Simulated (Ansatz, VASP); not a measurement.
**Te2Mo in VASP and in Ansatz**

INCAR

```
SYSTEM = Te2Mo
PREC = Accurate ; ENCUT = 520
EDIFF = 1E-7 ; ISMEAR = 0
SIGMA = 0.05 ; LREAL = .FALSE.
LASPH = .TRUE. ; NELM = 80
ALGO = Normal ; ISIF = 2
LWAVE = .FALSE. ; LCHARG = .FALSE.
GGA = PE ; NBANDS = 35
```

KPOINTS

```
regular mesh
0
G
  12 12 2
  0 0 0
```

Contents of POSCAR:

```
Te2Mo
1.0
    3.6459930939      0.0000000000      0.0000000000
   -1.8229965469      3.1575226414      0.0000000000
    0.0000000000      0.0000000000     14.8246006916
Te Mo
4 2
Direct
    0.3333333333      0.6666666667      0.6310943552
    0.6666666667      0.3333333333      0.1310943552
    0.3333333333      0.6666666667      0.8689056448
    0.6666666667      0.3333333333      0.3689056448
    0.3333333333      0.6666666667      0.2500000000
    0.6666666667      0.3333333333      0.7500000000
```

Input for Ansatz:

```yaml
crystal:
  lattice:
    - [3.6459930939, 0.0, 0.0]
    - [-1.8229965469, 3.1575226414, 0.0]
    - [0.0, 0.0, 14.8246006916]
  atoms:
    - { symbol: Te, position: [0.3333333333, 0.6666666667, 0.6310943552] }
    - { symbol: Te, position: [0.6666666667, 0.3333333333, 0.1310943552] }
    - { symbol: Te, position: [0.3333333333, 0.6666666667, 0.8689056448] }
    - { symbol: Te, position: [0.6666666667, 0.3333333333, 0.3689056448] }
    - { symbol: Mo, position: [0.3333333333, 0.6666666667, 0.25] }
    - { symbol: Mo, position: [0.6666666667, 0.3333333333, 0.75] }
basis:
  ecutwfc: 420
kpoints:
  mp_grid: { grid: [12, 12, 2] }
hamiltonian:
  xc: pbe
scf:
  occupations: { method: gaussian, width: 0.05 }
output:
  forces: true
  stress: true
  eigenvalues: true
```

Change from the starting cell: strain +0.025 along x and y, -0.025 along z, atoms carried along.

Alike in both runs: task single point; functional PBE; k mesh 12 × 12 × 2; occupations gaussian, width 0.05 eV; no spin polarisation.

|  | VASP | Ansatz |
| --- | --- | --- |
| version | VASP 6.6.1 | Ansatz 0.2.0 |
| potentials or method | VASP PAW PBE potentials, release 64 (Te, Mo_sv), cutoff 520 eV | scalar-relativistic, plane waves, PAW |
| valence electrons in the cell | 52 | 92 |

```tsv
	VASP	Ansatz	Ansatz less VASP
gap on the k mesh at the Fermi level (eV)	0.63	0.64	+0.011
least direct gap on the mesh (eV)	0.83	0.83	+0.001
pressure (GPa)	-1.3	-1.3	-0.02
traceless stress, the component that is largest in VASP (GPa)	2.68	2.62	-0.060
rms of the force components (eV/Å)	0.090	0.084	-0.0067
```

Atom by atom the forces differ by 0.007 eV/Å (rms over components). With one functional, cell and mesh, what is left measures potentials, basis and numerics. VASP's potentials hold 52 valence electrons a cell and Ansatz's 92, so a difference there can come from the potentials and not from the codes.

Spin-orbit coupling is off throughout.
